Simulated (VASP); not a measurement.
# Cr (Im-3m) in VASP: further runs

Cr is run at these levels: BLYP; tasks: single point, relaxation of cell and atoms.

All numbers are computed with VASP 6.6.1; they aren't measurements. Logs are shortened: lines on timing, memory, paths and dates and some standing lists are left out, and cuts for length are marked.

**1. The cell of the first run**

Symmetry: Im-3m, No. 229, cubic system. The conventional cell has a = 2.990 Å, b = 2.990 Å, c = 2.990 Å, α = 90.00°, β = 90.00°, γ = 90.00°. Cr (site symmetry m-3m) has 14 Cr at 2.59 to 2.99 Å within 3.4 Å.

**2. Single point, BLYP (volume scaled by 1.12)**

The input, INCAR:

```
PREC     = Accurate       # precision mode
ENCUT    = 520            # plane-wave cutoff, eV
EDIFF    = 1E-7           # SCF threshold, eV
ISMEAR   = -1             # smearing method
SIGMA    = 0.1            # smearing width, eV
LREAL    = False          # projectors in reciprocal space
LASPH    = True           # aspherical terms in the spheres
NELM     = 60             # most SCF steps
ALGO     = Normal         # electronic algorithm
ISIF     = 2              # what is computed and relaxed
LWAVE    = False          # write WAVECAR
LCHARG   = False          # write CHGCAR
GGA      = B5             # functional
ALDAX    = 1.0          
AGGAX    = 1.0          
AGGAC    = 1.0          
ALDAC    = 0.0          
NBANDS   = 12             # bands
```

The input, KPOINTS:

```
regular mesh
0
Gamma
  25 25 25
```

The input, POSCAR:

```
Cr
1.0
   -1.4950839514      1.4950839514      1.4950839514
    1.4950839514     -1.4950839514      1.4950839514
    1.4950839514      1.4950839514     -1.4950839514
Cr
1
Direct
    0.0000000000      0.0000000000      0.0000000000
```

Potentials or basis: VASP PAW PBE potentials, release 64 (Cr_pv).

The run is started by

```console
$ cat potpaw_PBE.64/Cr_pv/POTCAR > POTCAR
$ mpirun -np 1 vasp_std > vasp.out
```

OUTCAR:

```text
PREC = Accurate
   ENCUT = 520
   EDIFF = 1E-7
   ISMEAR = -1
   LREAL = False
   LASPH = True
   NELM = 60
   ISIF = 2
   GGA = B5

 ion  position               nearest neighbor table
   1  0.000  0.000  0.000-

  LATTYP: Found a body centered cubic cell.
 ALAT       =     2.9901679028

  Lattice vectors:

 A1 = (  -1.4950839514,   1.4950839514,   1.4950839514)
 A2 = (   1.4950839514,  -1.4950839514,   1.4950839514)
 A3 = (   1.4950839514,   1.4950839514,  -1.4950839514)

Analysis of symmetry for initial positions (statically):
=====================================================================
 Subroutine PRICEL returns:
 Original cell was already a primitive cell.

 Routine SETGRP: Setting up the symmetry group for a
 body centered cubic supercell.

 Subroutine GETGRP returns: Found 48 space group operations
 (whereof 48 operations were pure point group operations)
 out of a pool of 48 trial point group operations.

The static configuration has the point symmetry O_h .

Analysis of symmetry for dynamics (positions and initial velocities):
=====================================================================
 Subroutine PRICEL returns:
 Original cell was already a primitive cell.

 Routine SETGRP: Setting up the symmetry group for a
 body centered cubic supercell.

 Subroutine GETGRP returns: Found 48 space group operations
 (whereof 48 operations were pure point group operations)
 out of a pool of 48 trial point group operations.

The dynamic configuration has the point symmetry O_h .

 Subroutine INISYM returns: Found 48 space group operations
 (whereof 48 operations are pure point group operations),
 and found     1 'primitive' translations

----------------------------------------------------------------------------------------

                                     Primitive cell

  volume of cell :      13.3677

  direct lattice vectors                    reciprocal lattice vectors
    -1.495083951  1.495083951  1.495083951     0.000000000  0.334429381  0.334429381
     1.495083951 -1.495083951  1.495083951     0.334429381  0.000000000  0.334429381
     1.495083951  1.495083951 -1.495083951     0.334429381  0.334429381  0.000000000

  length of vectors
     2.589561365  2.589561365  2.589561365     0.472954566  0.472954566  0.472954566

  position of ions in fractional coordinates (direct lattice)
     0.000000000  0.000000000  0.000000000

  ion indices of the primitive-cell ions
   primitive index   ion index
                 1           1

----------------------------------------------------------------------------------------

 KPOINTS: regular mesh

Automatic generation of k-mesh.
 Grid dimensions read from file:
 generate k-points for:   25   25   25

 Generating k-lattice:

  Cartesian coordinates                     Fractional coordinates (reciprocal lattice)
     0.000000000  0.013377175  0.013377175     0.040000000  0.000000000  0.000000000
     0.013377175  0.000000000  0.013377175     0.000000000  0.040000000  0.000000000
     0.013377175  0.013377175  0.000000000     0.000000000  0.000000000  0.040000000

  Length of vectors
     0.018918183  0.018918183  0.018918183

  Shift w.r.t. Gamma in fractional coordinates (k-lattice)
     0.000000000  0.000000000  0.000000000

 Subroutine IBZKPT returns following result:
 ===========================================

 Found    455 irreducible k-points:

 Following reciprocal coordinates:
            Coordinates               Weight
  0.000000  0.000000  0.000000      1.000000
  0.040000  0.000000  0.000000     12.000000
  0.080000  0.000000  0.000000     12.000000
  0.120000  0.000000  0.000000     12.000000
  0.160000  0.000000  0.000000     12.000000
  0.200000  0.000000  0.000000     12.000000
[... 16 lines left out ...]
  0.400000  0.040000 -0.000000     48.000000
  0.440000  0.040000  0.000000     48.000000
 [... further k-points ...]
   k-points           NKPTS =    455   k-points in BZ     NKDIM =    455   number of bands    NBANDS=     12
   number of dos      NEDOS =    301   number of ions     NIONS =      1
   total plane-waves  NPLWV =   8000
   dimension x,y,z NGX =    20 NGY =   20 NGZ =   20
   dimension x,y,z NGXF=    40 NGYF=   40 NGZF=   40
   ions per type =               1
   NGX,Y,Z   is equivalent  to a cutoff of  12.84, 12.84, 12.84 a.u.
   NGXF,Y,Z  is equivalent  to a cutoff of  25.68, 25.68, 25.68 a.u.
 SYSTEM =  unknown system
   PREC   = accura    normal or accurate (medium, high low for compatibility)
   ISTART =      0    job   : 0-new  1-cont  2-samecut
   ICHARG =      2    charge: 1-file 2-atom 10-const
   ISPIN  =      1    spin polarized calculation?
   LNONCOLLINEAR =      F non collinear calculations
   LSORBIT =      F    spin-orbit coupling
   LASPH  =      T    aspherical Exc in radial PAW
   ENCUT  =  520.0 eV  38.22 Ry    6.18 a.u.   4.81  4.81  4.81*2*pi/ulx,y,z
   NELM   =     60;   NELMIN=  2; NELMDL= -5     # of ELM steps
   EDIFF  = 0.1E-06   stopping-criterion for ELM
   LREAL  =      F    real-space projection
   EDIFFG = 0.1E-05   stopping-criterion for IOM
   NSW    =      0    number of steps for IOM
   IBRION =     -1    ionic relax: 0-MD 1-quasi-New 2-CG
   NFREE  =      0    steps in history (QN), initial steepest desc. (CG)
   ISIF   =      2    stress and relaxation
   ISYM   =      2    0-nonsym 1-usesym 2-fastsym
   POTIM  = 0.5000    time-step for ionic-motion
   TEBEG  =    0.0;   TEEND  =   0.0 temperature during run
   PSTRESS=    0.0 pullay stress
   NELECT =      12.0000    total number of electrons
   NUPDOWN=      -1.0000    fix difference up-down
   EMIN   =  10.00;   EMAX   =-10.00  energy-range for DOS
   EFERMI =   0.00;   METHOD = LEGACY
   ISMEAR =    -1;   SIGMA  =   0.10  broadening in eV -4-tet -1-fermi 0-gaus
   EFERMI_NEDOS =   21; number of points for ismear=-14 and -15
   IALGO  =     38    algorithm
   IMIX   =      4    mixing-type and parameters
     AMIX     =   0.40;   BMIX     =  1.00
     AMIX_MAG =   1.60;   BMIX_MAG =  1.00
  volume/ion in A,a.u.               =      13.37        90.21
  Fermi-wavevector in a.u.,A,eV,Ry     =   1.579246  2.984341 33.933156  2.494017
  Thomas-Fermi vector in A             =   2.679654
   LORBIT       =      0    0 simple, 1 ext, 2 COOP (PROOUT), +10 PAW based schemes
   GGA     = B5    functional components
   LHFCALC =     F    Hartree Fock is set to
   AEXX    =    0.0000 exact exchange contribution
   IVDW    =     0    specifies the selected vdW correction
   LEPSILON=     F    determine dielectric tensor
   LRPA    =     F    only Hartree local field effects (RPA)
 non-spin polarized calculation
  energy-cutoff  :      520.00
  volume of cell :       13.37
 maximum number of plane-waves:       370
   NGX =  9   NGY =  9   NGZ =  9

 number of electron      11.9999996 magnetization

 Free energy of the ion-electron system (eV)
  ---------------------------------------------------
  ext. energy  EPLUGINS =         0.00000000
  ---------------------------------------------------
  free energy    TOTEN  =        -8.22822746 eV

  energy without entropy =       -8.19754799  energy(sigma->0) =       -8.21288773

 E-fermi :   9.4674     XC(G=0): -12.2878

 val. band max:        9.4650658081   @ k =  -0.3600   0.3600   0.2800
 cond. band min:       9.4782855086   @ k =   0.1600   0.0400   0.0000
 fundamental gap:      0.0132197005
 Fermi energy:         9.4673530691

 k-point     1 :       0.0000    0.0000    0.0000
  band No.  band energies     occupation
      1     -33.2502      2.00000
      2     -33.2502      2.00000
      3     -33.2502      2.00000
      4       2.3711      2.00000
      5       8.6881      1.99917
      6       8.6881      1.99917
      7       8.6881      1.99917
      8      10.4493      0.00011
      9      10.4493      0.00011
     10      16.2079      0.00000
     11      30.8677      0.00000
     12      30.8677      0.00000

 k-point     2 :       0.0400    0.0000    0.0000
  band No.  band energies     occupation
      1     -33.2596      2.00000
      2     -33.2532      2.00000
      3     -33.2502      2.00000
      4       2.4334      2.00000
      5       8.6665      1.99933
      6       8.6855      1.99920
      7       8.7272      1.99878
      8      10.4250      0.00014
      9      10.4508      0.00011
     10      16.2078      0.00000
     11      30.6613      0.00000
     12      30.8400      0.00000

 k-point     3 :       0.0800    0.0000    0.0000
  band No.  band energies     occupation
      1     -33.2871      2.00000
      2     -33.2620      2.00000
      3     -33.2503      2.00000
      4       2.6183      2.00000
      5       8.6036      1.99965
      6       8.6749      1.99928
      7       8.8432      1.99611
      8      10.3596      0.00027
      9      10.4554      0.00010
     10      16.2078      0.00000
     11      30.0697      0.00000
     12      30.7241      0.00000
[... 286 lines left out ...]
 k-point    23 :       0.4000    0.0400   -0.0000
  band No.  band energies     occupation
      1     -33.7920      2.00000
      2     -33.4293      2.00000
      3     -33.2554      2.00000
      4       5.7909      2.00000
      5       7.5275      2.00000
      6       9.6707      0.23145
      7      10.3903      0.00020
      8      10.7460      0.00001
      9      11.6223      0.00000
     10      16.2077      0.00000
     11      18.9572      0.00000
     12      25.9396      0.00000

 k-point    24 :       0.4400    0.0400    0.0000
  band No.  band energies     occupation
      1     -33.8173      2.00000
      2     -33.4381      2.00000
      3     -33.2555      2.00000
      4       5.8167      2.00000
      5       7.4762      2.00000
      6      10.0569      0.00549
      7      10.4050      0.00017
      8      10.8375      0.00000
      9      11.8396      0.00000
     10      16.2077      0.00000
     11      18.1478      0.00000
     12      25.7189      0.00000

 [... further k-points ...]
[... 5 lines left out ...]
  --------------------------------------------------------------------------------------
  -------------------------------------------------------------------------------------
  Total       -1.7338860     -1.7338860     -1.7338860     -0.0000000      0.0000000      0.0000000
  in kB     -207.8137991   -207.8137991   -207.8137991     -0.0000000      0.0000000      0.0000000
  external PRESSURE =    -207.8137991 kB  Pullay stress =       0.0000000 kB

 VOLUME and BASIS-vectors are now :
 -----------------------------------------------------------------------------
  energy-cutoff  :      520.00
  volume of cell :       13.37
      direct lattice vectors                 reciprocal lattice vectors
    -1.495083951  1.495083951  1.495083951     0.000000000  0.334429381  0.334429381
     1.495083951 -1.495083951  1.495083951     0.334429381  0.000000000  0.334429381
     1.495083951  1.495083951 -1.495083951     0.334429381  0.334429381  0.000000000

 POSITION                                       TOTAL-FORCE (eV/Angst)
 -----------------------------------------------------------------------------------
      0.00000      0.00000      0.00000         0.000000      0.000000      0.000000
 -----------------------------------------------------------------------------------
    total drift:                                0.000000     -0.000000      0.000000

  FREE ENERGIE OF THE ION-ELECTRON SYSTEM (eV)
  ---------------------------------------------------
  free  energy   TOTEN  =        -8.2282274639 eV

  energy  without entropy=       -8.1975479863  energy(sigma->0) =       -8.21288773
```

Run time: 25 s. Hardware: 1 thread of Intel Xeon 6975P-C (Granite Rapids), shared host; peak memory 0.18 GiB.

What came out:

```yaml
Free_energy: -8.2282 eV
Pressure: -20.8 GPa
Band_gap_on_the_k_mesh: zero (band 6 reaches 11.38 eV, above the bottom of band 7 at 8.69 eV)
```

Caveat: the cell differs from its parent crystal (volume scaled by 1.12); the PAW data sets were made with another functional, which shifts forces and pressure a little; the run has no spin polarisation, though such a crystal can be magnetic. Spin polarisation is off, so any magnetic state and its effect on volume and gap are missing.

**3. Single point, BLYP, collinear spin, antiferromagnetic start**

This run uses another cell than the first one: it holds 2 atoms, not 1.

The input, INCAR:

```
SYSTEM = Cr
PREC = Accurate
ENCUT = 520
EDIFF = 1E-7
ISMEAR = -1
SIGMA = 0.05
LREAL = .False.
LASPH = .True.
NELM = 150
ALGO = Normal
ISIF = 2
LWAVE = .False.
LCHARG = .False.
ISPIN = 2
MAGMOM = 1.5 -1.5
LORBIT = 11
LMAXMIX = 4
GGA = B5
ALDAX = 1.0
AGGAX = 1.0
AGGAC = 1.0
ALDAC = 0.0
NBANDS = 23
```

The input, KPOINTS:

```
Automatic mesh
0
Gamma
  11 11 11
  0 0 0
```

The input, POSCAR:

```
Cr
1.0
    2.9020902426      0.0000000000      0.0000000000
    0.0000000000      2.9020902426      0.0000000000
    0.0000000000      0.0000000000      2.9020902426
Cr
2
Direct
    0.0000000000      0.0000000000      0.0000000000
    0.5000000000      0.5000000000      0.5000000000
```

Potentials or basis: VASP PAW PBE potentials, release 64 (Cr_pv).

The run is started by

```console
$ cat potpaw_PBE.64/Cr_pv/POTCAR > POTCAR
$ mpirun -np 1 vasp_std > vasp.out
```

It took 26 s on 1 thread of Intel Xeon 6975P-C (Granite Rapids), shared host; peak memory 0.17 GiB.

Results (log left out):

| Item | Value |
| --- | --- |
| Free energy | -16.6892 eV |
| Pressure | 0.2 GPa |
| Band gap on the k mesh | zero (filled and empty bands overlap) |
| Net moment | 0.00 μB per cell |
| Site moments | Cr +1.24, -1.24 μB |
| Valence electrons inside the program's atomic spheres | Cr 10.96 |

Levels at points of the mesh, in eV from the Fermi level:
Spin up:
```
           k point  band 8  band 9  band 10  band 11  band 12  band 13  band 14  band 15  band 16  band 17
(0.00, 0.00, 0.00)   -3.91   -3.91    -0.94    -0.94    -0.94     1.18     1.18     2.42     2.42     2.42
```
Spin down:
```
           k point  band 9  band 10  band 11  band 12  band 13  band 14  band 15  band 16
(0.00, 0.00, 0.00)   -3.91    -0.94    -0.94    -0.94     1.18     1.18     2.42     2.42
```

Caveat: the PAW data sets were made with another functional, which shifts forces and pressure a little.

**4. Single point, BLYP, non-collinear spin, zero start, spin-orbit coupling**

This run uses another cell than the first one, of 11.94 Å³/atom, 0.893 times its volume.

Edit INCAR of step 3 so:

```diff
@@ -5,3 +5,3 @@
 ISMEAR = -1
-SIGMA = 0.05
+SIGMA = 0.1
 LREAL = .False.
@@ -13,5 +13,7 @@
 LCHARG = .False.
-ISPIN = 2
-MAGMOM = 1.5 -1.5
+MAGMOM = 0 0 0
 LORBIT = 11
+LSORBIT = .True.
+GGA_COMPAT = .False.
+LORBMOM = .True.
 LMAXMIX = 4
```

The input, KPOINTS:

```
Automatic mesh
0
Gamma
  15 15 15
  0 0 0
```

The input, POSCAR:

```
Cr
1.0
   -1.4396587864      1.4396587864      1.4396587864
    1.4396587864     -1.4396587864      1.4396587864
    1.4396587864      1.4396587864     -1.4396587864
Cr
1
Direct
    0.0000000000      0.0000000000      0.0000000000
```

The run is started by

```console
$ cat potpaw_PBE.64/Cr_pv/POTCAR > POTCAR
$ mpirun -np 1 vasp_ncl > vasp.out
```

Run time: 33 s. Hardware: 1 thread of Intel Xeon 6975P-C (Granite Rapids), shared host; peak memory 0.19 GiB.

It converged, with:

- Free energy: -8.3415 eV
- Pressure: -0.1 GPa
- Net moment: 0.00 μB per cell
- Valence electrons inside the program's atomic spheres: Cr 11.01

Moments on the atoms (μB; x, y, z):
```
Cr  0.00 0.00 0.00
```

Caveat: the PAW data sets were made with another functional, which shifts forces and pressure a little.

**5. Relaxation of cell and atoms, BLYP, collinear spin, antiferromagnetic start**

This run uses another cell than the first one: it holds 2 atoms, not 1.

The input, INCAR:

```
SYSTEM = Cr
AGGAC = 1.0
AGGAX = 1.0
ALDAC = 0.0
ALDAX = 1.0
ALGO = Normal
EDIFF = 1E-7
EDIFFG = -0.01
ENCUT = 600
GGA = B5
IBRION = 2
ISIF = 3
ISMEAR = -1
ISPIN = 2
LASPH = .True.
LCHARG = .False.
LMAXMIX = 4
LORBIT = 11
LREAL = .False.
LWAVE = .False.
MAGMOM = 1.5 -1.5
NELM = 150
NSW = 80
PREC = Accurate
SIGMA = 0.05
```

The input, KPOINTS:

```
k-points
0
Gamma
  11 11 11
  0 0 0
```

The input, POSCAR:

```
Cr
1.0
    2.8839000000      0.0000000000      0.0000000000
    0.0000000000      2.8839000000      0.0000000000
    0.0000000000      0.0000000000      2.8839000000
Cr
2
Direct
    0.0000000000      0.0000000000      0.0000000000
    0.5000000000      0.5000000000      0.5000000000
```

The run is started by

```console
$ cat potpaw_PBE.64/Cr_pv/POTCAR > POTCAR
$ mpirun -np 1 vasp_std > vasp.out
```

Run time: 60 s. Hardware: 1 thread of Intel Xeon 6975P-C (Granite Rapids), shared host; peak memory 0.17 GiB.

Results (log left out):

| Quantity | Value |
| --- | --- |
| Free energy | -16.6894 eV |
| Relaxed volume | 12.23 Å³/atom |
| Relaxed cell | a = 2.903 Å, b = 2.903 Å, c = 2.903 Å, α = 90.00°, β = 90.00°, γ = 90.00° |
| Space group after relaxing (to 0.05 Å) | Im-3m (No. 229) |
| Energy gained by relaxing | 2.5 meV/atom |
| Ionic steps | 3 |
| Pressure after relaxing | 0.0 GPa |
| Band gap on the k mesh | zero (filled and empty bands overlap) |
| Net moment | 0.00 μB per cell |
| Site moments | Cr +1.25, -1.25 μB |
| Valence electrons inside the program's atomic spheres | Cr 10.96 |

Step by step:
```tsv
step	energy change (eV)	largest force (eV/Å)	pressure (GPa)	volume (Å³)
1	0.0000	0.0000	3.35	23.99
2	-0.0018	0.0000	-2.45	24.87
3	-0.0049	0.0000	-0.03	24.47
```

Final structure:
```xyz
2
Lattice="2.9031 0.0000 0.0000 0.0000 2.9031 0.0000 0.0000 0.0000 2.9031" Properties=species:S:1:pos:R:3 pbc="T T T"
Cr    0.0000    0.0000    0.0000
Cr    1.4516    1.4516    1.4516
```

Levels at points of the mesh, in eV from the Fermi level:
Spin up:
```tsv
k point	band 9	band 10	band 11	band 12	band 13	band 14	band 15	band 16
(0.00, 0.00, 0.00)	-3.90	-0.94	-0.94	-0.94	1.18	1.18	2.42	2.42
```
Spin down:
```
           k point  band 8  band 9  band 10  band 11  band 12  band 13  band 14  band 15  band 16
(0.00, 0.00, 0.00)   -3.90   -3.90    -0.94    -0.94    -0.94     1.18     1.18     2.42     2.42
```

Caveat: the PAW data sets were made with another functional, which shifts forces and pressure a little.

**6. Summary**

| task | spin | cell | k mesh | cutoff (eV) | smearing | gap on the mesh (eV) | pressure (GPa) | moment (μB) |
| --- | --- | --- | --- | --- | --- | --- | --- | --- |
| single point | off | a = 2.590 Å, angles 109.5°, 1 atom | 25 × 25 × 25 | 520 | fermi-dirac 0.1 eV | none | -20.8 | - |
| single point | collinear, antiferromagnetic start | a = 2.902 Å, 2 atoms | 11 × 11 × 11 | 520 | fermi-dirac 0.05 eV | none | 0.2 | 0.00 |
| single point | non-collinear, zero start, SOC | a = 2.494 Å, angles 109.5°, 1 atom | 15 × 15 × 15 | 520 | fermi-dirac 0.1 eV | - | -0.1 | 0.00 |
| relaxation of cell and atoms | collinear, antiferromagnetic start | relaxed from a = 2.884 Å, 2 atoms | 11 × 11 × 11 | 600 | fermi-dirac 0.05 eV | none | 0.0 | 0.00 |

Alike in all rows: level BLYP; potentials or basis VASP PAW PBE potentials, release 64 (Cr_pv).

Caveats: the PAW data sets were made with another functional, which shifts forces and pressure a little.

Total energies depend on the potentials used, so only differences within one code and one set of settings carry meaning.
